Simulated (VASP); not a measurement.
Input of a VASP 6.6.1 run:

Contents of INCAR:

```
PREC = Accurate
ENCUT = 520
EDIFF = 1E-6
ISMEAR = 0
SIGMA = 0.1
LREAL = False
LASPH = True
NELM = 100
ALGO = Fast
ISIF = 2
LWAVE = False
LCHARG = False
GGA = PE
NBANDS = 99
```

KPOINTS

```
Automatic mesh
0
Gamma
  6 6 6
```

File POSCAR:

```
Ta4Ge3
1.0
   -4.0013762919      4.0013762919      4.0013762919
    4.0013762919     -4.0013762919      4.0013762919
    4.0013762919      4.0013762919     -4.0013762919
Ta Ge
8 6
Direct
    0.8373351684      0.5000000000      0.0000000000
    0.5000000000      0.0000000000      0.3373351684
    0.5000000000      0.0000000000      0.8373351684
    0.0000000000      0.3373351684      0.5000000000
    0.6626648316      0.6626648316      0.6626648316
    0.0000000000      0.8373351684      0.5000000000
    0.3373351684      0.5000000000      0.0000000000
    0.1626648316      0.1626648316      0.1626648316
    0.1250000000      0.7500000000      0.8750000000
    0.8750000000      0.1250000000      0.7500000000
    0.7500000000      0.8750000000      0.1250000000
    0.2500000000      0.6250000000      0.3750000000
    0.6250000000      0.3750000000      0.2500000000
    0.3750000000      0.2500000000      0.6250000000
```

Potentials or basis: VASP PAW PBE potentials, release 64 (Ta_pv, Ge_d).

Run with:

```console
$ cat potpaw_PBE.64/Ta_pv/POTCAR potpaw_PBE.64/Ge_d/POTCAR > POTCAR
$ mpirun -np 1 vasp_std > vasp.out
```

Question: Predict the pressure.

Answer: -8.7 GPa.

Question: Estimate the largest force.

Answer: 0.006 eV/Å.

Question: What does it give for the band gap on the k mesh?

Answer: Zero (band 86 reaches 7.16 eV, above the bottom of band 87 at 6.21 eV).

Forces in eV/Å, atoms in the order of the input:
```
Ta   0.003 -0.003 -0.003
Ta  -0.003 -0.003  0.003
Ta  -0.003 -0.003  0.003
Ta  -0.003  0.003 -0.003
Ta   0.003  0.003  0.003
Ta  -0.003  0.003 -0.003
Ta   0.003 -0.003 -0.003
Ta   0.003  0.003  0.003
Ge   0.000  0.000  0.000
Ge   0.000  0.000  0.000
Ge   0.000  0.000  0.000
Ge   0.000  0.000  0.000
Ge   0.000  0.000  0.000
Ge   0.000  0.000  0.000
```

Caveat: spin-orbit coupling is left out, which moves the levels of the heavy elements.
